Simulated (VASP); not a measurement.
# Al (Fm-3m) in VASP: single point with r2SCAN

Aim: the single point of Al with r2SCAN.

Everything below comes from runs of VASP 6.6.1. Logs are shortened: lines on timing, memory, paths and dates and some standing lists are left out, and cuts for length are marked.

## 1. The cell of the first run

It takes space group Fm-3m (No. 225, cubic). The conventional cell has a = 3.993 Å, b = 3.993 Å, c = 3.993 Å, α = 90.00°, β = 90.00°, γ = 90.00°. Within 3.7 Å of Al (site symmetry m-3m) lie 12 Al at 2.82 Å.

## 2. Single point, r2SCAN

File POSCAR:

```
Al
1.0
    0.0000000000      1.9963971706      1.9963971706
    1.9963971706      0.0000000000      1.9963971706
    1.9963971706      1.9963971706      0.0000000000
Al
1
Direct
    0.0000000000      0.0000000000      0.0000000000
```

File INCAR.step1:

```
PREC = Accurate
ENCUT = 520
ISMEAR = 0
SIGMA = 0.1
LREAL = False
LASPH = True
NELM = 100
NBANDS = 8
GGA = PE
ALGO = Normal
EDIFF = 1E-4
LWAVE = True
LCHARG = False
```

File INCAR.step2:

```
PREC = Accurate
ENCUT = 520
EDIFF = 1E-6
ISMEAR = 0
SIGMA = 0.1
LREAL = False
LASPH = True
NELM = 100
ALGO = Normal
ISIF = 2
LWAVE = False
LCHARG = False
METAGGA = R2SCAN
LMIXTAU = True
NBANDS = 8
ISTART = 1
```

File KPOINTS:

```
regular mesh
0
Gamma
  34 34 34
```

Potentials or basis: VASP PAW PBE potentials, release 64 (Al).

The run is started by

```sh
$ cat potpaw_PBE.64/Al/POTCAR > POTCAR
$ cp INCAR.step1 INCAR
$ mpirun -np 1 vasp_std > vasp.out
$ cp INCAR.step2 INCAR
$ mpirun -np 1 vasp_std > vasp.out
```

OUTCAR:

```text
PREC = Accurate
   ENCUT = 520
   EDIFF = 1E-6
   ISMEAR = 0
   LREAL = False
   LASPH = True
   NELM = 100
   ISIF = 2
   METAGGA = R2SCAN
   ISTART = 1

 ion  position               nearest neighbor table
   1  0.000  0.000  0.000-

  LATTYP: Found a face centered cubic cell.
 ALAT       =     3.9927943412

  Lattice vectors:

 A1 = (   0.0000000000,   1.9963971706,   1.9963971706)
 A2 = (   1.9963971706,   0.0000000000,   1.9963971706)
 A3 = (   1.9963971706,   1.9963971706,   0.0000000000)

Analysis of symmetry for initial positions (statically):
=====================================================================
 Subroutine PRICEL returns:
 Original cell was already a primitive cell.

 Routine SETGRP: Setting up the symmetry group for a
 face centered cubic supercell.

 Subroutine GETGRP returns: Found 48 space group operations
 (whereof 48 operations were pure point group operations)
 out of a pool of 48 trial point group operations.

The static configuration has the point symmetry O_h .

Analysis of symmetry for dynamics (positions and initial velocities):
=====================================================================
 Subroutine PRICEL returns:
 Original cell was already a primitive cell.

 Routine SETGRP: Setting up the symmetry group for a
 face centered cubic supercell.

 Subroutine GETGRP returns: Found 48 space group operations
 (whereof 48 operations were pure point group operations)
 out of a pool of 48 trial point group operations.

The dynamic configuration has the point symmetry O_h .

 Subroutine INISYM returns: Found 48 space group operations
 (whereof 48 operations are pure point group operations),
 and found     1 'primitive' translations

----------------------------------------------------------------------------------------

                                     Primitive cell

  volume of cell :      15.9137

  direct lattice vectors                    reciprocal lattice vectors
     0.000000000  1.996397171  1.996397171    -0.250451166  0.250451166  0.250451166
     1.996397171  0.000000000  1.996397171     0.250451166 -0.250451166  0.250451166
     1.996397171  1.996397171  0.000000000     0.250451166  0.250451166 -0.250451166

  length of vectors
     2.823331955  2.823331955  2.823331955     0.433794145  0.433794145  0.433794145

  position of ions in fractional coordinates (direct lattice)
     0.000000000  0.000000000  0.000000000

  ion indices of the primitive-cell ions
   primitive index   ion index
                 1           1

----------------------------------------------------------------------------------------

 KPOINTS: regular mesh

Automatic generation of k-mesh.
 Grid dimensions read from file:
 generate k-points for:   34   34   34

 Generating k-lattice:

  Cartesian coordinates                     Fractional coordinates (reciprocal lattice)
    -0.007366211  0.007366211  0.007366211     0.029411765  0.000000000  0.000000000
     0.007366211 -0.007366211  0.007366211     0.000000000  0.029411765  0.000000000
     0.007366211  0.007366211 -0.007366211     0.000000000  0.000000000  0.029411765

  Length of vectors
     0.012758651  0.012758651  0.012758651

  Shift w.r.t. Gamma in fractional coordinates (k-lattice)
     0.000000000  0.000000000  0.000000000

 Subroutine IBZKPT returns following result:
 ===========================================

 Found   1059 irreducible k-points:

 Following reciprocal coordinates:
            Coordinates               Weight
  0.000000  0.000000  0.000000      1.000000
  0.029412  0.000000  0.000000      8.000000
  0.058824  0.000000  0.000000      8.000000
  0.088235  0.000000  0.000000      8.000000
  0.117647  0.000000  0.000000      8.000000
  0.147059  0.000000  0.000000      8.000000
[... 16 lines left out ...]
  0.147059  0.029412  0.000000     24.000000
  0.176471  0.029412  0.000000     24.000000
 [... further k-points ...]
   k-points           NKPTS =   1059   k-points in BZ     NKDIM =   1059   number of bands    NBANDS=      8
   number of dos      NEDOS =    301   number of ions     NIONS =      1
   total plane-waves  NPLWV =  13824
   dimension x,y,z NGX =    24 NGY =   24 NGZ =   24
   dimension x,y,z NGXF=    48 NGYF=   48 NGZF=   48
   ions per type =               1
   NGX,Y,Z   is equivalent  to a cutoff of  14.13, 14.13, 14.13 a.u.
   NGXF,Y,Z  is equivalent  to a cutoff of  28.26, 28.26, 28.26 a.u.
 SYSTEM =  unknown system
   PREC   = accura    normal or accurate (medium, high low for compatibility)
   ISTART =      1    job   : 0-new  1-cont  2-samecut
   ICHARG =      0    charge: 1-file 2-atom 10-const
   ISPIN  =      1    spin polarized calculation?
   LNONCOLLINEAR =      F non collinear calculations
   LSORBIT =      F    spin-orbit coupling
   LASPH  =      T    aspherical Exc in radial PAW
   ENCUT  =  520.0 eV  38.22 Ry    6.18 a.u.   5.25  5.25  5.25*2*pi/ulx,y,z
   NELM   =    100;   NELMIN=  2; NELMDL=  0     # of ELM steps
   EDIFF  = 0.1E-05   stopping-criterion for ELM
   LREAL  =      F    real-space projection
   EDIFFG = 0.1E-04   stopping-criterion for IOM
   NSW    =      0    number of steps for IOM
   IBRION =     -1    ionic relax: 0-MD 1-quasi-New 2-CG
   NFREE  =      0    steps in history (QN), initial steepest desc. (CG)
   ISIF   =      2    stress and relaxation
   ISYM   =      2    0-nonsym 1-usesym 2-fastsym
   POTIM  = 0.5000    time-step for ionic-motion
   TEBEG  =    0.0;   TEEND  =   0.0 temperature during run
   PSTRESS=    0.0 pullay stress
   NELECT =       3.0000    total number of electrons
   NUPDOWN=      -1.0000    fix difference up-down
   EMIN   =  10.00;   EMAX   =-10.00  energy-range for DOS
   EFERMI =   0.00;   METHOD = LEGACY
   ISMEAR =     0;   SIGMA  =   0.10  broadening in eV -4-tet -1-fermi 0-gaus
   EFERMI_NEDOS =   21; number of points for ismear=-14 and -15
   IALGO  =     38    algorithm
   IMIX   =      4    mixing-type and parameters
     AMIX     =   0.40;   BMIX     =  1.00
     AMIX_MAG =   1.60;   BMIX_MAG =  1.00
  volume/ion in A,a.u.               =      15.91       107.39
  Fermi-wavevector in a.u.,A,eV,Ry     =   0.938696  1.773878 11.988776  0.881150
  Thomas-Fermi vector in A             =   2.065934
   LORBIT       =      0    0 simple, 1 ext, 2 COOP (PROOUT), +10 PAW based schemes
   METAGGA = R2SCAN    functional components
   LHFCALC =     F    Hartree Fock is set to
   AEXX    =    0.0000 exact exchange contribution
   IVDW    =     0    specifies the selected vdW correction
   LEPSILON=     F    determine dielectric tensor
   LRPA    =     F    only Hartree local field effects (RPA)
 non-spin polarized calculation
 Gauss-broadening in eV      SIGMA  =   0.10
  energy-cutoff  :      520.00
  volume of cell :       15.91
 maximum number of plane-waves:       444
 NGX is ok and might be reduce to    24
   NGX = 11   NGY = 11   NGZ = 11

 number of electron       3.0000000 magnetization

 Free energy of the ion-electron system (eV)
  ---------------------------------------------------
  ext. energy  EPLUGINS =         0.00000000
  ---------------------------------------------------
  free energy    TOTEN  =        -6.73916095 eV

  energy without entropy =       -6.73731656  energy(sigma->0) =       -6.73823875

 E-fermi :   8.4248     XC(G=0): -11.0417

 val. band max:        8.4237110093   @ k =   0.3824   0.0882   0.0000
 cond. band min:       8.4267461087   @ k =   0.4706   0.4412   0.0294
 fundamental gap:      0.0030350994
 Fermi energy:         8.4248200866

 k-point     1 :       0.0000    0.0000    0.0000
  band No.  band energies     occupation
      1      -3.6987      2.00000
      2      21.9277      0.00000
      3      21.9277      0.00000
      4      21.9277      0.00000
      5      24.1251      0.00000
      6      24.1251      0.00000
      7      24.1251      0.00000
      8      26.0247      0.00000

 k-point     2 :       0.0294    0.0000    0.0000
  band No.  band energies     occupation
      1      -3.6732      2.00000
      2      21.3722      0.00000
      3      21.8464      0.00000
      4      21.8464      0.00000
      5      24.2475      0.00000
      6      24.2475      0.00000
      7      24.3755      0.00000
      8      26.3107      0.00000

 k-point     3 :       0.0588    0.0000    0.0000
  band No.  band energies     occupation
      1      -3.5964      2.00000
      2      20.2628      0.00000
      3      21.6451      0.00000
      4      21.6451      0.00000
      5      24.5713      0.00000
      6      24.5713      0.00000
      7      24.5916      0.00000
      8      27.1486      0.00000

 k-point     4 :       0.0882    0.0000    0.0000
  band No.  band energies     occupation
      1      -3.4685      2.00000
      2      19.0129      0.00000
      3      21.3932      0.00000
      4      21.3932      0.00000
      5      24.6081      0.00000
      6      25.0228      0.00000
      7      25.0228      0.00000
      8      28.2389      0.00000

 k-point     5 :       0.1176    0.0000    0.0000
  band No.  band energies     occupation
      1      -3.2898      2.00000
      2      17.7289      0.00000
      3      21.1352      0.00000
      4      21.1352      0.00000
      5      24.5324      0.00000
      6      25.5422      0.00000
      7      25.5422      0.00000
      8      27.6184      0.00000
[... 177 lines left out ...]
 k-point    22 :       0.1176    0.0294    0.0000
  band No.  band energies     occupation
      1      -3.3323      2.00000
      2      18.1625      0.00000
      3      20.6481      0.00000
      4      21.4775      0.00000
      5      24.7341      0.00000
      6      24.8721      0.00000
      7      25.9520      0.00000
      8      27.0655      0.00000

 k-point    23 :       0.1471    0.0294    0.0000
  band No.  band energies     occupation
      1      -3.1197      2.00000
      2      16.8822      0.00000
      3      20.3751      0.00000
      4      21.2813      0.00000
      5      24.7469      0.00000
      6      25.2487      0.00000
      7      26.4137      0.00000
      8      26.4742      0.00000

 k-point    24 :       0.1765    0.0294    0.0000
  band No.  band energies     occupation
      1      -2.8565      2.00000
      2      15.6124      0.00000
      3      20.1356      0.00000
      4      21.0860      0.00000
      5      24.6277      0.00000
      6      25.3864      0.00000
      7      26.2094      0.00000
      8      26.6467      0.00000

 [... further k-points ...]
[... 5 lines left out ...]
  --------------------------------------------------------------------------------------
  -------------------------------------------------------------------------------------
  Total       -0.0318982     -0.0318982     -0.0318982     -0.0000000     -0.0000000      0.0000000
  in kB       -3.2114900     -3.2114900     -3.2114900     -0.0000000     -0.0000000      0.0000000
  external PRESSURE =      -3.2114900 kB  Pullay stress =       0.0000000 kB

 VOLUME and BASIS-vectors are now :
 -----------------------------------------------------------------------------
  energy-cutoff  :      520.00
  volume of cell :       15.91
      direct lattice vectors                 reciprocal lattice vectors
     0.000000000  1.996397171  1.996397171    -0.250451166  0.250451166  0.250451166
     1.996397171  0.000000000  1.996397171     0.250451166 -0.250451166  0.250451166
     1.996397171  1.996397171  0.000000000     0.250451166  0.250451166 -0.250451166

 POSITION                                       TOTAL-FORCE (eV/Angst)
 -----------------------------------------------------------------------------------
      0.00000      0.00000      0.00000        -0.000000      0.000000     -0.000000
 -----------------------------------------------------------------------------------
    total drift:                                0.000000     -0.000000     -0.000000

  FREE ENERGIE OF THE ION-ELECTRON SYSTEM (eV)
  ---------------------------------------------------
  free  energy   TOTEN  =        -6.7391609506 eV

  energy  without entropy=       -6.7373165586  energy(sigma->0) =       -6.73823875
```

Wall time 2.1 min (1 thread of Intel Xeon 6975P-C (Granite Rapids), shared host); peak memory 0.23 GiB.

What came out:

```
Free energy : -6.7392 eV
Pressure    : -0.3 GPa
```

Caveat: the PAW data sets were made with another functional, which shifts forces and pressure a little.
